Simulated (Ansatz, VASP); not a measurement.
Two plane-wave programs on TiO2

Contents of INCAR:

```
SYSTEM = TiO2
ALGO = Normal ; EDIFF = 1E-7
EDIFFG = -0.02 ; ENCUT = 520
GGA = PE ; IBRION = 2
ISIF = 2 ; ISMEAR = -1
LASPH = .TRUE. ; LCHARG = .FALSE.
LREAL = .FALSE. ; LWAVE = .FALSE.
NELM = 100 ; NSW = 80
PREC = Accurate ; SIGMA = 0.02
```

KPOINTS

```
k-points
0
G
  7 7 10
  0 0 0
```

Contents of POSCAR:

```
TiO2
1.0
    4.5319113078      0.0000000000      0.0000000000
    0.0000000000      4.5319113078      0.0000000000
    0.0000000000      0.0000000000      2.9190086112
Ti O
2 4
Direct
    0.0000000000      0.0000000000      0.0000000000
    0.5000000000      0.5000000000      0.5000000000
    0.3042802931      0.3042802931      0.0000000000
    0.1957197069      0.8042802931      0.5000000000
    0.6957197069      0.6957197069      0.0000000000
    0.8042802931      0.1957197069      0.5000000000
```

Input for Ansatz:

```yaml
crystal:
  lattice:
    - [4.5319113078, 0.0, 0.0]
    - [0.0, 4.5319113078, 0.0]
    - [0.0, 0.0, 2.9190086112]
  atoms:
    - { symbol: Ti, position: [0.0, 0.0, 0.0] }
    - { symbol: Ti, position: [0.5, 0.5, 0.5] }
    - { symbol: O, position: [0.3042802931, 0.3042802931, 0.0] }
    - { symbol: O, position: [0.1957197069, 0.8042802931, 0.5] }
    - { symbol: O, position: [0.6957197069, 0.6957197069, 0.0] }
    - { symbol: O, position: [0.8042802931, 0.1957197069, 0.5] }
kpoints:
  mp_grid: { grid: [7, 7, 10] }
scf:
  occupations: { method: fermi_dirac, width: 0.02 }
hamiltonian:
  xc: pbe
  pseudopotentials: { kind: paw }
output:
  forces: true
  stress: true
  populations: true
  efg:
    quadrupole_moments_barn: { Ti: 0.247, O: -0.02558 }
    contact_densities: true
  write_density: true
  write_potential: true
  elf: true
  volumetric_format: npy
relax:
  f_tol: 0.02
  max_steps: 60
```

Change from the starting cell: volume scaled by 0.96, ions relaxed.

Alike in both runs: task relaxation of the atoms; functional PBE; k mesh 7 × 7 × 10; occupations fermi-dirac, width 0.02 eV; no spin polarisation.

|  | VASP | Ansatz |
| --- | --- | --- |
| version | VASP 6.6.1 | Ansatz 0.2.0 |
| potentials or method | VASP PAW PBE potentials, release 64 (Ti_sv, O) | plane-wave PAW, scalar-relativistic |
| plane-wave cutoff (eV) | 520 | 420 |
| valence electrons in the cell | 48 | 48 |

```tsv
	VASP	Ansatz	Ansatz less VASP
gap on the k mesh at the Fermi level, each at its own relaxed structure (eV)	1.88	1.92	+0.035
```

Ansatz's warnings: stress scf threshold loose.
